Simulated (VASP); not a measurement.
Set up this calculation in VASP 6.6.1, as the native input.

| Quantity | Value |
| --- | --- |
| Task | single point |
| Functional | PBE |
| Potentials or basis | VASP PAW PBE potentials, release 64 (B) |
| Cutoff | 520 eV |
| k mesh | 6 × 8 × 4 |
| Occupations | gaussian, width 0.1 eV |
| Spin | no spin polarisation |
| Dipole correction | no |
| Further INCAR settings | ALGO = Normal; EDIFF = 1e-07; NBANDS = 14 |

The structure of B lies in POSCAR:

```
B
1.0
    3.1337536834      0.1356603905     -0.3660727013
    1.2683886301      2.5947099172      0.2357505020
   -2.8322605016     -0.5550896156      3.5856983856
B
4
Direct
    0.2305447547      0.0344223917      0.2706089688
    0.4411132121      0.1636254906      0.7464364170
    0.6518850863      0.4910564792      0.6112287622
    0.4413118885      0.3618685030      0.1353981384
```

One way to write it, as run:

INCAR

```
PREC     = Accurate       # precision mode
ENCUT    = 520            # plane-wave cutoff, eV
EDIFF    = 1E-7           # SCF threshold, eV
ISMEAR   = 0              # smearing method
SIGMA    = 0.1            # smearing width, eV
LREAL    = False          # projectors in reciprocal space
LASPH    = True           # aspherical terms in the spheres
NELM     = 100            # most SCF steps
ALGO     = Normal         # electronic algorithm
ISIF     = 2              # what is computed and relaxed
LWAVE    = False          # write WAVECAR
LCHARG   = False          # write CHGCAR
GGA      = PE             # functional
NBANDS   = 14             # bands
```

KPOINTS

```
Automatic mesh
0
Gamma
  6 8 4
```

Potentials or basis: VASP PAW PBE potentials, release 64 (B).

Run with:

```console
$ cat potpaw_PBE.64/B/POTCAR > POTCAR
$ mpirun -np 1 vasp_std > vasp.out
```

Results of the run:

```yaml
Pressure: 0.1 GPa
Largest_force: 0.013 eV/Å
Band_gap_on_the_k_mesh: zero (band 6 reaches 9.60 eV, above the bottom of band 7 at 8.35 eV)
```

Caveat: the k points lie up to 0.50 Å⁻¹ apart.

Wall time 12 s on 1 thread of Intel(R) Xeon(R) 6975P-C (Granite Rapids), with other jobs on the host, peak memory 0.16 GiB.
